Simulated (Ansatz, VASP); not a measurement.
# TiSi6Mo in VASP and in Ansatz

```
Ti Si Mo
1.0
     3.89208    0.00000    0.00000
     0.00000    1.72028    8.76564
     0.00000   -1.72028    8.76564
Ti Si Mo
1 6 1
Cartesian
  0.0000 0.0000 1.3689
  0.0000 0.0000 12.0746
  0.0000 0.0000 14.4628
  1.9460 0.0000 5.4936
  1.9460 0.0000 3.1535
  0.0000 0.0000 7.9711
  1.9460 0.0000 9.4947
  1.9460 0.0000 16.1060
```

Alike in both runs: functional PBE; k mesh 5 × 5 × 5; occupations gaussian, width 0.2 eV; no spin polarisation.

Ansatz relaxed the structure, and its values are those at the end. VASP's run is a single point on that final structure, the one shown.

|  | VASP | Ansatz |
| --- | --- | --- |
| version | VASP 6.6.1 | Ansatz 0.2.0 |
| potentials or method | VASP PAW PBE potentials, release 64 (Ti_sv, Si, Mo_sv), cutoff 520 eV | scalar-relativistic, plane waves, PAW |
| valence electrons in the cell | 50 | 50 |

Ansatz gave:

- gap on the k mesh at the Fermi level (eV): none
- pressure (GPa): -0.3
- rms of the force components (eV/Å): 0.009

Problem. What did VASP give for the same quantities?

Solution. gap on the k mesh at the Fermi level (eV): none; pressure (GPa): -0.3; rms of the force components (eV/Å): 0.010.

A gap of «none» marks a metal or a gap that the smearing closes. The functional is the same, so the differences come from potentials, cutoffs and numerics.

The k mesh is coarse, so the values compare programs but aren't converged.
